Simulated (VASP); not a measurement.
# RbBr in VASP: settings compared, part 2 of 2

VASP 6.6.1. The steps go on from the part before.

### 4 Single point, r2SCAN (epitaxial 111 strain -0.5%)

Input file POSCAR:

```
RbBr
1.0
    0.0280869168      3.4716088936      3.4716088936
    3.4716088936      0.0280869168      3.4716088936
    3.4716088936      3.4716088936      0.0280869168
Rb Br
1 1
Direct
    0.0000000000      0.0000000000      0.0000000000
    0.5000000000      0.5000000000      0.5000000000
```

Input file INCAR.step1:

```
SYSTEM = RbBr
PREC     = Accurate       ! precision mode
ENCUT    = 520            ! plane-wave cutoff, eV
ISMEAR   = 0              ! smearing method
SIGMA    = 0.01           ! smearing width, eV
LREAL    = .False.        ! projectors in reciprocal space
LASPH    = .True.         ! aspherical terms in the spheres
NELM     = 80             ! most SCF steps
NBANDS   = 15             ! bands
GGA      = PE             ! functional
ALGO     = Normal         ! electronic algorithm
EDIFF    = 1E-4           ! SCF threshold, eV
LWAVE    = .True.         ! write WAVECAR
LCHARG   = .False.        ! write CHGCAR
```

Input file INCAR.step2:

```
SYSTEM = RbBr
PREC     = Accurate       ! precision mode
ENCUT    = 520            ! plane-wave cutoff, eV
EDIFF    = 1E-6           ! SCF threshold, eV
ISMEAR   = 0              ! smearing method
SIGMA    = 0.01           ! smearing width, eV
LREAL    = .False.        ! projectors in reciprocal space
LASPH    = .True.         ! aspherical terms in the spheres
NELM     = 80             ! most SCF steps
ALGO     = Normal         ! electronic algorithm
ISIF     = 2              ! what is computed and relaxed
LWAVE    = .False.        ! write WAVECAR
LCHARG   = .False.        ! write CHGCAR
METAGGA  = R2SCAN         ! meta-GGA
LMIXTAU  = .True.       
NBANDS   = 15             ! bands
ISTART   = 1
```

Input file KPOINTS:

```
Automatic mesh
0
Gamma
  6 6 6
  0 0 0
```

Potentials or basis: VASP PAW PBE potentials, release 64 (Rb_sv, Br).

Command:

```
$ cat potpaw_PBE.64/Rb_sv/POTCAR potpaw_PBE.64/Br/POTCAR > POTCAR
$ cp INCAR.step1 INCAR
$ mpirun -np 1 vasp_std > vasp.out
$ cp INCAR.step2 INCAR
$ mpirun -np 1 vasp_std > vasp.out
```

OUTCAR:

```text
SYSTEM = RbBr
   PREC = Accurate
   ENCUT = 520
   EDIFF = 1E-6
   ISMEAR = 0
   LREAL = .False.
   LASPH = .True.
   NELM = 80
   ISIF = 2
   METAGGA = R2SCAN
   ISTART = 1

 ion  position               nearest neighbor table
   1  0.000  0.000  0.000-   2 3.46   2 3.46   2 3.46   2 3.46   2 3.46   2 3.46
   2  0.500  0.500  0.500-   1 3.46   1 3.46   1 3.46   1 3.46   1 3.46   1 3.46

  LATTYP: Found a trigonal (rhomboedric) cell.
 ALAT       =     4.9096767200
 COS(alpha) =     0.5080738330

  Lattice vectors:
[... 622 lines left out ...]

  FORCE on cell =-STRESS in cart. coord.  units (eV):
  Direction    XX          YY          ZZ          XY          YZ          ZX
  --------------------------------------------------------------------------------------
  -------------------------------------------------------------------------------------
  Total        0.0437616      0.0437616      0.0437616     -0.0167767     -0.0167767     -0.0167767
  in kB        0.8481714      0.8481714      0.8481714     -0.3251604     -0.3251604     -0.3251604
  external PRESSURE =       0.8481714 kB  Pullay stress =       0.0000000 kB

 VOLUME and BASIS-vectors are now :
 -----------------------------------------------------------------------------
  energy-cutoff  :      520.00
  volume of cell :       82.66
      direct lattice vectors                 reciprocal lattice vectors
     0.028086917  3.471608894  3.471608894    -0.145785179  0.144615175  0.144615175
     3.471608894  0.028086917  3.471608894     0.144615175 -0.145785179  0.144615175
     3.471608894  3.471608894  0.028086917     0.144615175  0.144615175 -0.145785179

 POSITION                                       TOTAL-FORCE (eV/Angst)
 -----------------------------------------------------------------------------------
      0.00000      0.00000      0.00000         0.000000     -0.000000      0.000000
      3.48565      3.48565      3.48565        -0.000000      0.000000     -0.000000
 -----------------------------------------------------------------------------------
    total drift:                                0.000000     -0.000000     -0.000000

  FREE ENERGIE OF THE ION-ELECTRON SYSTEM (eV)
  ---------------------------------------------------
  free  energy   TOTEN  =       -31.1553354874 eV

  energy  without entropy=      -31.1553354874  energy(sigma->0) =      -31.15533549
```

OUTCAR.step1:

```text
SYSTEM = RbBr
   PREC = Accurate
   ENCUT = 520
   ISMEAR = 0
   LREAL = .False.
   LASPH = .True.
[... 655 lines left out ...]
      0.00000      0.00000      0.00000        -0.000000     -0.000000     -0.000000
      3.48565      3.48565      3.48565         0.000000      0.000000      0.000000
 -----------------------------------------------------------------------------------
    total drift:                                0.000000     -0.000000     -0.000000

  FREE ENERGIE OF THE ION-ELECTRON SYSTEM (eV)
  ---------------------------------------------------
  free  energy   TOTEN  =        -6.1082029397 eV

  energy  without entropy=       -6.1082029397  energy(sigma->0) =       -6.10820294
```

It took 5.9 min on 1 thread of Oxide Virtual Turin-like, shared host; peak memory 0.23 GiB.

Results:

| Item | Value |
| --- | --- |
| Free energy | -31.1553 eV |
| Pressure | 0.1 GPa |
| Band gap on the k mesh | 4.89 eV |

Levels at points of the mesh, in eV from the valence-band top:
```
           k point  band 4  band 5  band 6  band 7  band 8  band 9  band 10  band 11  band 12  band 13
(0.00, 0.00, 0.00)   -8.75   -8.75   -0.02    0.00    0.00    4.89     7.80     7.90     7.90     8.92
(0.50, 0.00, 0.00)   -8.75   -8.70   -0.93   -0.35   -0.33    7.22     8.19    10.10    10.20    10.71
(0.50, 0.50, 0.00)   -8.81   -8.81   -0.48   -0.17   -0.16    6.08     7.84     9.57     9.99    10.23
(0.50, 0.50, 0.50)   -8.75   -8.69   -0.94   -0.32   -0.32    7.22     8.14    10.11    10.11    10.79
```

Caveat: the cell differs from its parent crystal (epitaxial 111 strain -0.5%); the PAW data sets were made with another functional, which shifts forces and pressure a little.

### 5 Single point, r2SCAN (shear xy strain +2.5%)

Input file POSCAR:

```
RbBr
1.0
    0.0432603263      3.4608261073      3.4608261073
    3.4608261073      0.0432603263      3.4608261073
    3.5040864336      3.5040864336      0.0000000000
Rb Br
1 1
Direct
    0.0000000000      0.0000000000      0.0000000000
    0.5000000000      0.5000000000      0.5000000000
```

Input file INCAR.step1:

```
ALGO = Normal
EDIFF = 1E-4
ENCUT = 520
GGA = PE
ISMEAR = 0
LASPH = True
LCHARG = False
LREAL = False
LWAVE = True
NBANDS = 15
NELM = 80
PREC = Accurate
SIGMA = 0.01
```

Input file INCAR.step2:

```
ALGO = Normal
EDIFF = 1E-6
ENCUT = 520
ISIF = 2
ISMEAR = 0
ISTART = 1
LASPH = True
LCHARG = False
LMIXTAU = True
LREAL = False
LWAVE = False
METAGGA = R2SCAN
NBANDS = 15
NELM = 80
PREC = Accurate
SIGMA = 0.01
```

Input file KPOINTS:

```
k-points
0
Gamma
  6 6 6
```

Potentials or basis: VASP PAW PBE potentials, release 64 (Rb_sv, Br).

Command:

```
$ cat potpaw_PBE.64/Rb_sv/POTCAR potpaw_PBE.64/Br/POTCAR > POTCAR
$ cp INCAR.step1 INCAR
$ mpirun -np 1 vasp_std > vasp.out
$ cp INCAR.step2 INCAR
$ mpirun -np 1 vasp_std > vasp.out
```

OUTCAR:

```text
EDIFF = 1E-6
   ENCUT = 520
   ISIF = 2
   ISMEAR = 0
   ISTART = 1
   LASPH = True
   LREAL = False
   METAGGA = R2SCAN
   NELM = 80
   PREC = Accurate

 ion  position               nearest neighbor table
   1  0.000  0.000  0.000-   2 3.46   2 3.46   2 3.46   2 3.46   2 3.46   2 3.46
   2  0.500  0.500  0.500-   1 3.46   1 3.46   1 3.46   1 3.46   1 3.46   1 3.46

  LATTYP: Found a body centered orthorhombic cell.
 ALAT       =     4.8331678778
 B/A-ratio  =     1.0253164557
 C/A-ratio  =     1.4321149999

  Lattice vectors:

 A1 = (   3.4608261073,   0.0432603263,  -3.4608261073)
 A2 = (  -3.4608261073,  -0.0432603263,  -3.4608261073)
 A3 = (   0.0432603263,   3.4608261073,   3.4608261073)

Analysis of symmetry for initial positions (statically):
=====================================================================
 Subroutine PRICEL returns:
 Original cell was already a primitive cell.

 Routine SETGRP: Setting up the symmetry group for a
 body centered orthorhombic supercell.

 Subroutine GETGRP returns: Found  8 space group operations
 (whereof  8 operations were pure point group operations)
 out of a pool of  8 trial point group operations.

The static configuration has the point symmetry D_2h.

Analysis of symmetry for dynamics (positions and initial velocities):
=====================================================================
 Subroutine PRICEL returns:
 Original cell was already a primitive cell.

 Routine SETGRP: Setting up the symmetry group for a
 body centered orthorhombic supercell.

 Subroutine GETGRP returns: Found  8 space group operations
 (whereof  8 operations were pure point group operations)
 out of a pool of  8 trial point group operations.

The dynamic configuration has the point symmetry D_2h.

 Subroutine INISYM returns: Found  8 space group operations
 (whereof  8 operations are pure point group operations),
 and found     1 'primitive' translations

[... 121 lines left out ...]
   AEXX    =    0.0000 exact exchange contribution
   IVDW    =     0    specifies the selected vdW correction
   LEPSILON=     F    determine dielectric tensor
   LRPA    =     F    only Hartree local field effects (RPA)
 non-spin polarized calculation
 Gauss-broadening in eV      SIGMA  =   0.01
  energy-cutoff  :      520.00
  volume of cell :       82.89
 maximum number of plane-waves:      2255
   NGX = 19   NGY = 19   NGZ = 19

 number of electron      15.9999999 magnetization

 Free energy of the ion-electron system (eV)
  ---------------------------------------------------
  ext. energy  EPLUGINS =         0.00000000
  ---------------------------------------------------
  free energy    TOTEN  =       -31.15501468 eV

  energy without entropy =      -31.15501468  energy(sigma->0) =      -31.15501468

 E-fermi :  -2.2034     XC(G=0):  -7.5060

 val. band max:       -2.2446343325   @ k =   0.0000   0.0000   0.0000
 cond. band min:       2.6260392951   @ k =   0.0000   0.0000   0.0000
 fundamental gap:      4.8706736275
 Fermi energy:        -2.2034412928

 k-point     1 :       0.0000    0.0000    0.0000
  band No.  band energies     occupation
      1     -27.4855      2.00000
      2     -14.8495      2.00000
      3     -11.0128      2.00000
      4     -11.0123      2.00000
      5     -11.0115      2.00000
      6      -2.2843      2.00000
      7      -2.2658      2.00000
      8      -2.2446      2.00000
      9       2.6260      0.00000
     10       5.5085      0.00000
     11       5.6094      0.00000
     12       5.7110      0.00000
     13       6.6576      0.00000
     14       6.6607      0.00000
[... 401 lines left out ...]
      2     -14.8212      2.00000
      3     -11.1310      2.00000
      4     -11.0606      2.00000
      5     -11.0514      2.00000
      6      -2.7858      2.00000
      7      -2.5638      2.00000
      8      -2.4365      2.00000
      9       4.2288      0.00000
     10       5.6038      0.00000
     11       7.1410      0.00000
     12       7.9092      0.00000
     13       7.9656      0.00000
     14       8.8029      0.00000
     15       9.2897      0.00000

 [... further k-points ...]

------------------------ aborting loop because EDIFF is reached ----------------------------------------

  FORCE on cell =-STRESS in cart. coord.  units (eV):
  Direction    XX          YY          ZZ          XY          YZ          ZX
  --------------------------------------------------------------------------------------
  -------------------------------------------------------------------------------------
  Total        0.0226777      0.0226777      0.0215436     -0.0510527      0.0000000      0.0000000
  in kB        0.4383364      0.4383364      0.4164159     -0.9867978      0.0000000      0.0000000
  external PRESSURE =       0.4310295 kB  Pullay stress =       0.0000000 kB

 VOLUME and BASIS-vectors are now :
 -----------------------------------------------------------------------------
  energy-cutoff  :      520.00
  volume of cell :       82.89
      direct lattice vectors                 reciprocal lattice vectors
     0.043260326  3.460826107  3.460826107    -0.146302963  0.146302963  0.144474176
     3.460826107  0.043260326  3.460826107     0.146302963 -0.146302963  0.144474176
     3.504086434  3.504086434  0.000000000     0.142690544  0.142690544 -0.144474176

 POSITION                                       TOTAL-FORCE (eV/Angst)
 -----------------------------------------------------------------------------------
      0.00000      0.00000      0.00000         0.000000     -0.000000     -0.000000
      3.50409      3.50409      3.46083         0.000000      0.000000      0.000000
 -----------------------------------------------------------------------------------
    total drift:                                0.000000      0.000000      0.000000

  FREE ENERGIE OF THE ION-ELECTRON SYSTEM (eV)
  ---------------------------------------------------
  free  energy   TOTEN  =       -31.1550146793 eV

  energy  without entropy=      -31.1550146793  energy(sigma->0) =      -31.15501468
```

OUTCAR.step1:

```text
EDIFF = 1E-4
   ENCUT = 520
   GGA = PE
   ISMEAR = 0
   LASPH = True
[... 654 lines left out ...]
 -----------------------------------------------------------------------------------
      0.00000      0.00000      0.00000         0.000000      0.000000     -0.000000
      3.50409      3.50409      3.46083        -0.000000     -0.000000      0.000000
 -----------------------------------------------------------------------------------
    total drift:                                0.000000      0.000000      0.000000

  FREE ENERGIE OF THE ION-ELECTRON SYSTEM (eV)
  ---------------------------------------------------
  free  energy   TOTEN  =        -6.1086095961 eV

  energy  without entropy=       -6.1086095961  energy(sigma->0) =       -6.10860960
```

Run time: 5 min. Hardware: 1 thread of Oxide Virtual Turin-like, shared host; peak memory 0.23 GiB.

Results:

```yaml
Free_energy: -31.1550 eV
Pressure: 0.0 GPa
Band_gap_on_the_k_mesh: 4.87 eV
```

Levels at points of the mesh, in eV from the valence-band top:
```
           k point  band 5  band 6  band 7  band 8  band 9  band 10  band 11  band 12
(0.00, 0.00, 0.00)   -8.77   -0.04   -0.02    0.00    4.87     7.75     7.85     7.96
(0.50, 0.00, 0.00)   -8.73   -0.94   -0.38   -0.34    7.20     8.19    10.07    10.22
(0.50, 0.50, 0.00)   -8.83   -0.49   -0.20   -0.15    6.07     7.82     9.54     9.98
(0.00, 0.00, 0.50)   -8.71   -0.95   -0.34   -0.31    7.19     8.11    10.01    10.16
(0.50, 0.00, 0.50)   -8.83   -0.49   -0.18   -0.18    6.07     7.81     9.54     9.97
```

Caveat: the cell differs from its parent crystal (shear xy strain +2.5%); the PAW data sets were made with another functional, which shifts forces and pressure a little.

### 6 Single point, HSE06 (strain -2.5%)

Input file POSCAR:

```
RbBr
1.0
    0.0000000000      3.3743054546      3.3743054546
    3.3743054546      0.0000000000      3.3743054546
    3.3743054546      3.3743054546      0.0000000000
Rb Br
1 1
Direct
    0.0000000000      0.0000000000      0.0000000000
    0.5000000000      0.5000000000      0.5000000000
```

Input file INCAR.step1:

```
PREC = Accurate
ENCUT = 520
EDIFF = 1E-5
ISMEAR = 0
SIGMA = 0.01
LREAL = F
LASPH = T
NELM = 100
ALGO = Normal
ISIF = 2
LWAVE = T
LCHARG = F
GGA = PE
NBANDS = 15
```

Input file INCAR.step2:

```
PREC = Accurate
ENCUT = 520
EDIFF = 1E-7
ISMEAR = 0
SIGMA = 0.01
LREAL = F
LASPH = T
NELM = 100
ALGO = Normal
ISIF = 2
LWAVE = F
LCHARG = F
GGA = PE
LHFCALC = T
HFSCREEN = 0.2079
PRECFOCK = Normal
ISTART = 1
NBANDS = 15
```

Input file KPOINTS:

```
Automatic mesh
0
Gamma
  4 4 4
```

Potentials or basis: VASP PAW PBE potentials, release 64 (Rb_sv, Br).

Command:

```
$ cat potpaw_PBE.64/Rb_sv/POTCAR potpaw_PBE.64/Br/POTCAR > POTCAR
$ cp INCAR.step1 INCAR
$ mpirun -np 1 vasp_std > vasp.out
$ cp INCAR.step2 INCAR
$ mpirun -np 1 vasp_std > vasp.out
```

OUTCAR:

```text
PREC = Accurate
   ENCUT = 520
   EDIFF = 1E-7
   ISMEAR = 0
   LREAL = F
   LASPH = T
   NELM = 100
   ISIF = 2
   GGA = PE
   LHFCALC = T
   HFSCREEN = 0.2079
   PRECFOCK = Normal
   ISTART = 1

 ion  position               nearest neighbor table
   1  0.000  0.000  0.000-   2 3.37   2 3.37   2 3.37   2 3.37   2 3.37   2 3.37
   2  0.500  0.500  0.500-   1 3.37   1 3.37   1 3.37   1 3.37   1 3.37   1 3.37

  LATTYP: Found a face centered cubic cell.
 ALAT       =     6.7486109092

  Lattice vectors:

 A1 = (   0.0000000000,   3.3743054546,   3.3743054546)
 A2 = (   3.3743054546,   0.0000000000,   3.3743054546)
 A3 = (   3.3743054546,   3.3743054546,   0.0000000000)

Analysis of symmetry for initial positions (statically):
=====================================================================
 Subroutine PRICEL returns:
 Original cell was already a primitive cell.

 Routine SETGRP: Setting up the symmetry group for a
 face centered cubic supercell.

 Subroutine GETGRP returns: Found 48 space group operations
[... 167 lines left out ...]
      3     -11.3611      2.00000
      4     -11.3611      2.00000
      5     -11.3611      2.00000
      6      -2.4463      2.00000
      7      -2.4463      2.00000
      8      -2.4463      2.00000
      9       3.2084      0.00000
     10       6.1121      0.00000
     11       6.1121      0.00000
     12       6.1121      0.00000
     13       7.1181      0.00000
     14       7.1181      0.00000
[... 113 lines left out ...]
      2     -15.6681      2.00000
      3     -11.5228      2.00000
      4     -11.5228      2.00000
      5     -11.3282      2.00000
      6      -3.0110      2.00000
      7      -2.8236      2.00000
      8      -2.8236      2.00000
      9       5.8909      0.00000
     10       5.8909      0.00000
     11       7.3566      0.00000
     12       7.7778      0.00000
     13      10.1685      0.00000
     14      10.2038      0.00000
     15      10.3367      0.00000

------------------------ aborting loop because EDIFF is reached ----------------------------------------

  FORCE on cell =-STRESS in cart. coord.  units (eV):
  Direction    XX          YY          ZZ          XY          YZ          ZX
  --------------------------------------------------------------------------------------
  -------------------------------------------------------------------------------------
  Total        0.7761932      0.7761932      0.7761932      0.0000000      0.0000000     -0.0000000
  in kB       16.1844235     16.1844235     16.1844235      0.0000000      0.0000000     -0.0000000
  external PRESSURE =      16.1844235 kB  Pullay stress =       0.0000000 kB

 VOLUME and BASIS-vectors are now :
 -----------------------------------------------------------------------------
  energy-cutoff  :      520.00
  volume of cell :       76.84
      direct lattice vectors                 reciprocal lattice vectors
     0.000000000  3.374305455  3.374305455    -0.148178642  0.148178642  0.148178642
     3.374305455  0.000000000  3.374305455     0.148178642 -0.148178642  0.148178642
     3.374305455  3.374305455  0.000000000     0.148178642  0.148178642 -0.148178642

 POSITION                                       TOTAL-FORCE (eV/Angst)
 -----------------------------------------------------------------------------------
      0.00000      0.00000      0.00000         0.000000     -0.000000     -0.000000
      3.37431      3.37431      3.37431        -0.000000      0.000000      0.000000
 -----------------------------------------------------------------------------------
    total drift:                               -0.000000     -0.000000     -0.000000

  FREE ENERGIE OF THE ION-ELECTRON SYSTEM (eV)
  ---------------------------------------------------
  free  energy   TOTEN  =        -7.0373969791 eV

  energy  without entropy=       -7.0373969791  energy(sigma->0) =       -7.03739698
```

Run time: 18 min. Hardware: 1 thread of Oxide Virtual Turin-like, shared host; peak memory 0.28 GiB.

What came out:

- Free energy: -7.0374 eV
- Pressure: 1.6 GPa
- Band gap on the k mesh: 5.65 eV

Levels at points of the mesh, in eV from the valence-band top:
```
           k point  band 4  band 5  band 6  band 7  band 8  band 9  band 10  band 11  band 12  band 13
(0.00, 0.00, 0.00)   -8.91   -8.91    0.00    0.00    0.00    5.65     8.56     8.56     8.56     9.56
(0.50, 0.00, 0.00)   -8.92   -8.84   -1.11   -0.42   -0.42    8.09     9.15    11.07    11.07    11.62
(0.50, 0.50, 0.00)   -9.01   -9.01   -0.51   -0.17   -0.17    6.71     8.62    10.70    10.73    11.10
```

Caveat: the cell differs from its parent crystal (strain -2.5%); the PAW data sets were made with another functional, which shifts forces and pressure a little.

### 7 The runs side by side

| level | cell | k mesh | grid for exact exchange (PRECFOCK) | share of exact exchange | screening parameter | gap on the mesh (eV) | pressure (GPa) |
| --- | --- | --- | --- | --- | --- | --- | --- |
| r2SCAN | a = 4.868, b = 4.868, c = 4.821 Å, angles 60.3, 60.3, 59.4°, 2 atoms | 6 × 6 × 6 | - | - | - | 4.95 | 0.5 |
| r2SCAN | a = 4.956, b = 4.956, c = 4.894 Å, angles 60.4, 60.4, 59.2°, 2 atoms | 6 × 6 × 6 | - | - | - | 4.82 | -0.3 |
| r2SCAN | a = 4.910 Å, angles 59.5°, 2 atoms | 6 × 6 × 6 | - | - | - | 4.89 | 0.1 |
| r2SCAN | a = 4.895, b = 4.895, c = 4.956 Å, angles 59.6, 59.6, 59.2°, 2 atoms | 6 × 6 × 6 | - | - | - | 4.87 | 0.0 |
| HSE06 | a = 4.772 Å, angles 60.0°, 2 atoms | 4 × 4 × 4 | Normal | 0.25 | 0.2079 1/Å | 5.65 | 1.6 |

Alike in all rows: task single point; potentials or basis VASP PAW PBE potentials, release 64 (Rb_sv, Br); no spin polarisation; cutoff (eV) 520; smearing gaussian 0.01 eV.

Caveats: the PAW data sets were made with another functional, which shifts forces and pressure a little.

Absolute energies hang on the potentials; compare differences alone.
